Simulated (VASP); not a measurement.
# Na16H (a cell with a defect) in VASP: further runs

The runs below take Na16H (a cell with a defect) through single point, with PBE.

All numbers are computed with VASP 6.6.1; they aren't measurements. Logs are shortened: lines on timing, memory, paths and dates and some standing lists are left out, and cuts for length are marked.

## (1) The cell of the first run

The cell holds a defect, 17 atoms: a = 8.460 Å, b = 8.460 Å, c = 8.460 Å, α = 90.00°, β = 90.00°, γ = 90.00°.

## (2) Single point, PBE

The input, INCAR:

```
ALGO = Normal
EDIFF = 1E-7
ENCUT = 520
GGA = PE
ISIF = 2
ISMEAR = -1
LASPH = T
LCHARG = T
LELF = T
LREAL = Auto
LVHAR = T
LWAVE = F
NBANDS = 70
NELM = 60
PREC = Accurate
SIGMA = 0.05
```

The input, KPOINTS:

```
k-points
0
Gamma
  2 2 2
```

The input, POSCAR:

```
Na16H
1.0
    8.4600000000      0.0000000000      0.0000000000
    0.0000000000      8.4600000000      0.0000000000
    0.0000000000      0.0000000000      8.4600000000
Na H
16 1
Direct
   -0.0078250591     -0.0198108747     -0.0242434988
    0.5068321513     -0.0022340426     -0.0168439716
   -0.0406619385      0.5046453901      0.0164893617
   -0.0162529551      0.0101418440      0.5141843972
    0.2787234043      0.2639361702      0.2602364066
    0.5079314421      0.4890661939      0.0066430260
    0.4906146572     -0.0039361702      0.5178841608
    0.7772813239      0.2732505910      0.2207565012
    0.0326950355      0.4858156028      0.4640898345
    0.2383806147      0.7570330969      0.2269976359
    0.2261347518      0.2262765957      0.7527423168
    0.4956973995      0.5119148936      0.4830496454
    0.7633096927      0.7048463357      0.2839007092
    0.7617848700      0.2796099291      0.7872222222
    0.2496453901      0.7266312057      0.7675413712
    0.7336879433      0.7788534279      0.7412647754
    0.0426832151      0.2304728132      0.3647163121
```

Potentials or basis: VASP PAW PBE potentials, release 64 (Na_pv, H).

Launch:

```sh
$ cat potpaw_PBE.64/Na_pv/POTCAR potpaw_PBE.64/H/POTCAR > POTCAR
$ mpirun -np 1 vasp_std > vasp.out
```

OUTCAR:

```text
EDIFF = 1E-7
   ENCUT = 520
   GGA = PE
   ISIF = 2
   ISMEAR = -1
   LASPH = T
   LREAL = Auto
   NELM = 60
   PREC = Accurate

 ion  position               nearest neighbor table
   1  0.992  0.980  0.976-
   2  0.507  0.998  0.983-
   3  0.959  0.505  0.016-
   4  0.984  0.010  0.514-
   5  0.279  0.264  0.260-
   6  0.508  0.489  0.007-
[... 9 lines left out ...]
  16  0.734  0.779  0.741-
  17  0.043  0.230  0.365-

  LATTYP: Found a simple cubic cell.
 ALAT       =     8.4600000000

  Lattice vectors:

 A1 = (   8.4600000000,   0.0000000000,   0.0000000000)
 A2 = (   0.0000000000,   8.4600000000,   0.0000000000)
 A3 = (   0.0000000000,   0.0000000000,   8.4600000000)

Analysis of symmetry for initial positions (statically):
=====================================================================
 Subroutine PRICEL returns:
 Original cell was already a primitive cell.

 Routine SETGRP: Setting up the symmetry group for a
 simple cubic supercell.

 Subroutine GETGRP returns: Found  1 space group operations
 (whereof  1 operations were pure point group operations)
 out of a pool of 48 trial point group operations.

The static configuration has the point symmetry C_1 .

Analysis of symmetry for dynamics (positions and initial velocities):
=====================================================================
 Subroutine PRICEL returns:
 Original cell was already a primitive cell.

 Routine SETGRP: Setting up the symmetry group for a
 simple cubic supercell.

 Subroutine GETGRP returns: Found  1 space group operations
 (whereof  1 operations were pure point group operations)
 out of a pool of 48 trial point group operations.

The dynamic configuration has the point symmetry C_1 .

 Subroutine INISYM returns: Found  1 space group operations
 (whereof  1 operations are pure point group operations),
 and found     1 'primitive' translations

----------------------------------------------------------------------------------------

                                     Primitive cell

  volume of cell :     605.4957

  direct lattice vectors                    reciprocal lattice vectors
     8.460000000  0.000000000  0.000000000     0.118203310  0.000000000  0.000000000
     0.000000000  8.460000000  0.000000000     0.000000000  0.118203310  0.000000000
     0.000000000  0.000000000  8.460000000     0.000000000  0.000000000  0.118203310

  length of vectors
     8.460000000  8.460000000  8.460000000     0.118203310  0.118203310  0.118203310

  position of ions in fractional coordinates (direct lattice)
     0.992174941  0.980189125  0.975756501
     0.506832151  0.997765957  0.983156028
     0.959338061  0.504645390  0.016489362
     0.983747045  0.010141844  0.514184397
     0.278723404  0.263936170  0.260236407
     0.507931442  0.489066194  0.006643026
[... 9 lines left out ...]
     0.733687943  0.778853428  0.741264775
     0.042683215  0.230472813  0.364716312

  ion indices of the primitive-cell ions
   primitive index   ion index
                 1           1
                 2           2
                 3           3
                 4           4
                 5           5
                 6           6
[... 9 lines left out ...]
                16          16
                17          17

----------------------------------------------------------------------------------------

 KPOINTS: k-points

Automatic generation of k-mesh.
 Grid dimensions read from file:
 generate k-points for:    2    2    2

 Generating k-lattice:

  Cartesian coordinates                     Fractional coordinates (reciprocal lattice)
     0.059101655  0.000000000  0.000000000     0.500000000  0.000000000  0.000000000
     0.000000000  0.059101655  0.000000000     0.000000000  0.500000000  0.000000000
     0.000000000  0.000000000  0.059101655     0.000000000  0.000000000  0.500000000

  Length of vectors
     0.059101655  0.059101655  0.059101655

  Shift w.r.t. Gamma in fractional coordinates (k-lattice)
     0.000000000  0.000000000  0.000000000

 Subroutine IBZKPT returns following result:
 ===========================================

 Found      8 irreducible k-points:

 Following reciprocal coordinates:
            Coordinates               Weight
  0.000000  0.000000  0.000000      1.000000
  0.500000  0.000000  0.000000      1.000000
  0.000000  0.500000  0.000000      1.000000
  0.000000  0.000000  0.500000      1.000000
  0.500000  0.500000  0.000000      1.000000
  0.000000  0.500000  0.500000      1.000000
  0.500000  0.000000  0.500000      1.000000
  0.500000  0.500000  0.500000      1.000000
   k-points           NKPTS =      8   k-points in BZ     NKDIM =      8   number of bands    NBANDS=     70
   number of dos      NEDOS =    301   number of ions     NIONS =     17
   total plane-waves  NPLWV = 262144
   dimension x,y,z NGX =    64 NGY =   64 NGZ =   64
   dimension x,y,z NGXF=   128 NGYF=  128 NGZF=  128
   ions per type =              16   1
   NGX,Y,Z   is equivalent  to a cutoff of  12.58, 12.58, 12.58 a.u.
   NGXF,Y,Z  is equivalent  to a cutoff of  25.15, 25.15, 25.15 a.u.
 SYSTEM =  unknown system
   PREC   = accura    normal or accurate (medium, high low for compatibility)
   ISTART =      0    job   : 0-new  1-cont  2-samecut
   ICHARG =      2    charge: 1-file 2-atom 10-const
   ISPIN  =      1    spin polarized calculation?
   LNONCOLLINEAR =      F non collinear calculations
   LSORBIT =      F    spin-orbit coupling
   LASPH  =      T    aspherical Exc in radial PAW
   ENCUT  =  520.0 eV  38.22 Ry    6.18 a.u.  15.73 15.73 15.73*2*pi/ulx,y,z
   NELM   =     60;   NELMIN=  2; NELMDL= -5     # of ELM steps
   EDIFF  = 0.1E-06   stopping-criterion for ELM
   LREAL  =      T    real-space projection
   EDIFFG = 0.1E-05   stopping-criterion for IOM
   NSW    =      0    number of steps for IOM
   IBRION =     -1    ionic relax: 0-MD 1-quasi-New 2-CG
   NFREE  =      0    steps in history (QN), initial steepest desc. (CG)
   ISIF   =      2    stress and relaxation
   ISYM   =      2    0-nonsym 1-usesym 2-fastsym
   POTIM  = 0.5000    time-step for ionic-motion
   TEBEG  =    0.0;   TEEND  =   0.0 temperature during run
   PSTRESS=    0.0 pullay stress
   NELECT =     113.0000    total number of electrons
   NUPDOWN=      -1.0000    fix difference up-down
   EMIN   =  10.00;   EMAX   =-10.00  energy-range for DOS
   EFERMI =   0.00;   METHOD = LEGACY
   ISMEAR =    -1;   SIGMA  =   0.05  broadening in eV -4-tet -1-fermi 0-gaus
   EFERMI_NEDOS =   21; number of points for ismear=-14 and -15
   IALGO  =     38    algorithm
   IMIX   =      4    mixing-type and parameters
     AMIX     =   0.40;   BMIX     =  1.00
     AMIX_MAG =   1.60;   BMIX_MAG =  1.00
  volume/ion in A,a.u.               =      35.62       240.36
  Fermi-wavevector in a.u.,A,eV,Ry     =   0.935543  1.767921 11.908383  0.875241
  Thomas-Fermi vector in A             =   2.062462
   LORBIT       =      0    0 simple, 1 ext, 2 COOP (PROOUT), +10 PAW based schemes
   GGA     = PE    functional components
   LHFCALC =     F    Hartree Fock is set to
   AEXX    =    0.0000 exact exchange contribution
   IVDW    =     0    specifies the selected vdW correction
   LEPSILON=     F    determine dielectric tensor
   LRPA    =     F    only Hartree local field effects (RPA)
 non-spin polarized calculation
  energy-cutoff  :      520.00
  volume of cell :      605.50
 maximum number of plane-waves:     16384
 NGX is ok and might be reduce to    64
   NGX = 31   NGY = 31   NGZ = 31

 number of electron     113.0000011 magnetization

 Free energy of the ion-electron system (eV)
  ---------------------------------------------------
  ext. energy  EPLUGINS =         0.00000000
  ---------------------------------------------------
  free energy    TOTEN  =       -23.40278845 eV

  energy without entropy =      -23.26736181  energy(sigma->0) =      -23.33507513

 E-fermi :   0.1675     XC(G=0):  -6.4561

 val. band max:        0.1481744574   @ k =   0.0000   0.5000   0.5000
 cond. band min:       0.1679067597   @ k =   0.5000   0.0000   0.5000
 fundamental gap:      0.0197323023
 Fermi energy:         0.1674805611

 k-point     1 :       0.0000    0.0000    0.0000
  band No.  band energies     occupation
      1     -24.7691      2.00000
      2     -24.7556      2.00000
      3     -24.7514      2.00000
      4     -24.7503      2.00000
      5     -24.7386      2.00000
      6     -24.7340      2.00000
[... 60 lines left out ...]
     67       1.5602      0.00000
     68       2.4517      0.00000

 k-point     2 :       0.5000    0.0000    0.0000
  band No.  band energies     occupation
      1     -24.7691      2.00000
      2     -24.7556      2.00000
      3     -24.7513      2.00000
      4     -24.7503      2.00000
      5     -24.7386      2.00000
      6     -24.7342      2.00000
[... 60 lines left out ...]
     67       1.9975      0.00000
     68       2.0303      0.00000

 k-point     3 :       0.0000    0.5000    0.0000
  band No.  band energies     occupation
      1     -24.7691      2.00000
      2     -24.7556      2.00000
      3     -24.7513      2.00000
      4     -24.7503      2.00000
      5     -24.7385      2.00000
      6     -24.7341      2.00000
[... 60 lines left out ...]
     67       1.9962      0.00000
     68       2.0402      0.00000

 k-point     4 :       0.0000    0.0000    0.5000
  band No.  band energies     occupation
      1     -24.7691      2.00000
      2     -24.7555      2.00000
      3     -24.7514      2.00000
      4     -24.7503      2.00000
      5     -24.7386      2.00000
      6     -24.7342      2.00000
[... 60 lines left out ...]
     67       2.0047      0.00000
     68       2.0484      0.00000

 k-point     5 :       0.5000    0.5000    0.0000
  band No.  band energies     occupation
      1     -24.7690      2.00000
      2     -24.7555      2.00000
      3     -24.7512      2.00000
      4     -24.7503      2.00000
      5     -24.7385      2.00000
      6     -24.7341      2.00000
[... 60 lines left out ...]
     67       2.5161      0.00000
     68       2.5520      0.00000

 k-point     6 :       0.0000    0.5000    0.5000
  band No.  band energies     occupation
      1     -24.7691      2.00000
      2     -24.7555      2.00000
      3     -24.7513      2.00000
      4     -24.7503      2.00000
      5     -24.7385      2.00000
      6     -24.7340      2.00000
[... 60 lines left out ...]
     67       2.4880      0.00000
     68       2.5964      0.00000

 k-point     7 :       0.5000    0.0000    0.5000
  band No.  band energies     occupation
      1     -24.7690      2.00000
      2     -24.7555      2.00000
      3     -24.7513      2.00000
      4     -24.7503      2.00000
      5     -24.7385      2.00000
      6     -24.7340      2.00000
[... 60 lines left out ...]
     67       2.5124      0.00000
     68       2.5488      0.00000

 k-point     8 :       0.5000    0.5000    0.5000
  band No.  band energies     occupation
      1     -24.7690      2.00000
      2     -24.7555      2.00000
      3     -24.7512      2.00000
      4     -24.7503      2.00000
      5     -24.7385      2.00000
      6     -24.7340      2.00000
[... 60 lines left out ...]
     67       2.5600      0.00000
     68       2.5927      0.00000
 [bands above 68 left out]

------------------------ aborting loop because EDIFF is reached ----------------------------------------

  FORCE on cell =-STRESS in cart. coord.  units (eV):
  Direction    XX          YY          ZZ          XY          YZ          ZX
  --------------------------------------------------------------------------------------
  -------------------------------------------------------------------------------------
  Total        0.7635387      0.1987548      0.5076368      0.1509926      0.1111097     -0.3760660
  in kB        2.0203683      0.5259169      1.3432368      0.3995354      0.2940028     -0.9950927
  external PRESSURE =       1.2965073 kB  Pullay stress =       0.0000000 kB

 VOLUME and BASIS-vectors are now :
 -----------------------------------------------------------------------------
  energy-cutoff  :      520.00
  volume of cell :      605.50
      direct lattice vectors                 reciprocal lattice vectors
     8.460000000  0.000000000  0.000000000     0.118203310  0.000000000  0.000000000
     0.000000000  8.460000000  0.000000000     0.000000000  0.118203310  0.000000000
     0.000000000  0.000000000  8.460000000     0.000000000  0.000000000  0.118203310

 POSITION                                       TOTAL-FORCE (eV/Angst)
 -----------------------------------------------------------------------------------
      8.39380      8.29240      8.25490        -0.040339      0.045527      0.133434
      4.28780      8.44110      8.31750         0.006804     -0.005284      0.144987
      8.11600      4.26930      0.13950         0.386108      0.216054     -0.234814
      8.32250      0.08580      4.35000         0.063407      0.029278     -0.178462
      2.35800      2.23290      2.20160        -0.101464     -0.176473     -0.166580
      4.29710      4.13750      0.05620        -0.095722      0.150468     -0.042803
[... 9 lines left out ...]
      6.20700      6.58910      6.27110         0.079756     -0.294706      0.038454
      0.36110      1.94980      3.08550        -0.220732      0.049401      0.006439
 -----------------------------------------------------------------------------------
    total drift:                               -0.000338     -0.001196      0.001166

  FREE ENERGIE OF THE ION-ELECTRON SYSTEM (eV)
  ---------------------------------------------------
  free  energy   TOTEN  =       -23.4027884514 eV

  energy  without entropy=      -23.2673618099  energy(sigma->0) =      -23.33507513
```

Wall time 9.1 min (1 thread of Intel Xeon 8259CL, shared host); peak memory 0.64 GiB.

What came out:

| Quantity | Value |
| --- | --- |
| Free energy | -23.4028 eV |
| Pressure | 0.1 GPa |
| Largest force | 0.520 eV/Å |
| Band gap on the k mesh | zero (an odd number of electrons rules out a gap without spin polarisation) |

Forces on the atoms (eV/Å):
```
Na  -0.040  0.046  0.133
Na   0.007 -0.005  0.145
Na   0.386  0.216 -0.235
Na   0.063  0.029 -0.178
Na  -0.101 -0.176 -0.167
Na  -0.096  0.150 -0.043
Na   0.039  0.061 -0.103
Na  -0.041 -0.367  0.366
Na  -0.064 -0.048  0.213
Na   0.067 -0.004  0.060
Na   0.095  0.185  0.098
Na   0.018 -0.086  0.196
Na  -0.083  0.355 -0.129
Na  -0.080 -0.111 -0.314
Na  -0.029  0.001 -0.086
Na   0.080 -0.295  0.038
H   -0.221  0.049  0.006
```

Levels at points of the mesh, in eV from the Fermi level:
```tsv
k point	band 52	band 53	band 54	band 55	band 56	band 57	band 58	band 59	band 60	band 61
(0.00, 0.00, 0.00)	-1.09	-0.97	-0.93	-0.81	-0.15	0.79	0.83	0.86	0.87	0.89
(0.50, 0.00, 0.00)	-0.72	-0.63	-0.58	-0.40	-0.39	-0.33	-0.24	0.55	1.31	1.36
(0.00, 0.50, 0.00)	-0.64	-0.54	-0.53	-0.47	-0.44	-0.36	-0.29	0.54	1.28	1.32
(0.00, 0.00, 0.50)	-0.65	-0.54	-0.50	-0.47	-0.44	-0.38	-0.32	0.53	1.31	1.34
(0.50, 0.50, 0.00)	-2.00	-1.25	-0.03	0.01	0.03	0.06	0.08	0.09	0.12	1.06
(0.00, 0.50, 0.50)	-1.98	-1.13	-0.11	-0.04	-0.02	0.04	0.09	0.12	0.18	1.18
(0.50, 0.00, 0.50)	-2.01	-1.22	-0.05	0.00	0.05	0.05	0.08	0.08	0.11	1.15
(0.50, 0.50, 0.50)	-1.57	-1.53	-1.47	-1.40	-1.33	0.21	2.04	2.12	2.16	2.22
```

Caveat: the k points lie up to 0.37 Å⁻¹ apart, too coarse for converged energies and pressures of a metal.

(Part 1 of 3 ends here.)
